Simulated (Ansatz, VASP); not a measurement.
# AlCu5: VASP beside Ansatz

```
CELL_PARAMETERS angstrom
3.89158 0.00000 0.00000
-1.94579 3.37021 0.00000
0.00000 0.00000 6.13219
ATOMIC_POSITIONS crystal
Al 0.00000 0.00000 0.00000
Cu 0.50000 0.00000 0.50000
Cu 0.00000 0.50000 0.50000
Cu 0.50000 0.50000 0.50000
Cu 0.00000 0.00000 0.67715
Cu 0.00000 0.00000 0.32285
```

Alike in both runs: task single point; functional PBE; k mesh 6 × 6 × 4; occupations gaussian, width 0.1 eV; no spin polarisation.

|  | VASP | Ansatz |
| --- | --- | --- |
| version | VASP 6.6.1 | Ansatz 0.2.0 |
| potentials or method | VASP PAW PBE potentials, release 64 (Al, Cu), cutoff 520 eV | scalar-relativistic, plane waves, PAW |
| valence electrons in the cell | 58 | 98 |

```csv
,VASP,Ansatz,Ansatz less VASP
gap on the k mesh at the Fermi level (eV),none,none,-
rms of the force components (eV/Å),0.720,0.698,-0.0219
```

Atom by atom the forces differ by 0.022 eV/Å (rms over components). A gap of «none» marks a metal or a gap that the smearing closes. VASP's potentials hold 58 valence electrons a cell and Ansatz's 98, so a difference there can come from the potentials and not from the codes.
